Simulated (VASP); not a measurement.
A run of VASP 6.6.1:

File INCAR:

```
SYSTEM = As3F
PREC = Accurate
ENCUT = 600
EDIFF = 1E-6
ISMEAR = 0
SIGMA = 0.1
LREAL = .FALSE.
LASPH = .TRUE.
NELM = 100
ALGO = Normal
ISIF = 3
LWAVE = .FALSE.
LCHARG = .FALSE.
GGA = PE
IBRION = 2
NSW = 100
EDIFFG = -0.01
```

File KPOINTS:

```
regular mesh
0
G
  12 12 12
  0 0 0
```

Contents of POSCAR:

```
As3F
1.0
    4.1315042482      0.0000000000      0.0000000000
    0.0000000000      4.1315042482      0.0000000000
    0.0000000000      0.0000000000      4.0890381510
As F
3 1
Direct
    0.0000000000      0.5000000000      0.5000000000
    0.5000000000      0.0000000000      0.5000000000
    0.5000000000      0.5000000000      0.0000000000
    0.0000000000      0.0000000000      0.0000000000
```

Potentials or basis: VASP PAW PBE potentials, release 64 (As, F).

Run with:

```console
$ cat potpaw_PBE.64/As/POTCAR potpaw_PBE.64/F/POTCAR > POTCAR
$ mpirun -np 1 vasp_std > vasp.out
```

Hardware: 1 thread of Oxide Virtual Turin-like Processor, with other jobs on the host.

How long does it take, and how much memory?

Run time: 13 min on 1 thread of Oxide Virtual Turin-like Processor, with other jobs on the host, peak memory 0.35 GiB. Counts: scf iterations 33, k points 196, ion steps 3.
